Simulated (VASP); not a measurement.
The system is PbSe (Clausthalite).

```xyz
2
Lattice="0.0000 3.0193 3.0193 3.0193 0.0000 3.0193 3.0193 3.0193 0.0000" Properties=species:S:1:pos:R:3 pbc="T T T"
Pb    0.0000    0.0000    0.0000
Se    3.0193    3.0193    3.0193
```

Base run:

| Item | Value |
| --- | --- |
| Program | VASP 6.6.1 |
| Functional | revPBE |
| Dispersion | D4 |
| Potentials or basis | VASP PAW PBE potentials, release 64 (Pb_d, Se) |
| Cutoff | 520 eV |
| k mesh | 8 × 8 × 8 |
| Occupations | fermi-dirac, width 0.05 eV |
| Spin | no spin polarisation |

Its results: band gap on the k mesh 0.20 eV, direct; pressure 2.6 GPa.

After a change of settings the same cell gave: band gap on the k mesh 0.26 eV, direct; pressure 4.5 GPa. Which change was it?
A. functional from revPBE to PBE exchange alone; dispersion from D4 to none
B. functional from revPBE to r2SCAN; dispersion from D4 to rVV10
C. functional from revPBE to RPBE
D. functional from revPBE to BLYP

D.

Caveats: the PAW data sets were made with another functional, which shifts forces and pressure a little; spin-orbit coupling is left out, which moves the levels of the heavy elements.
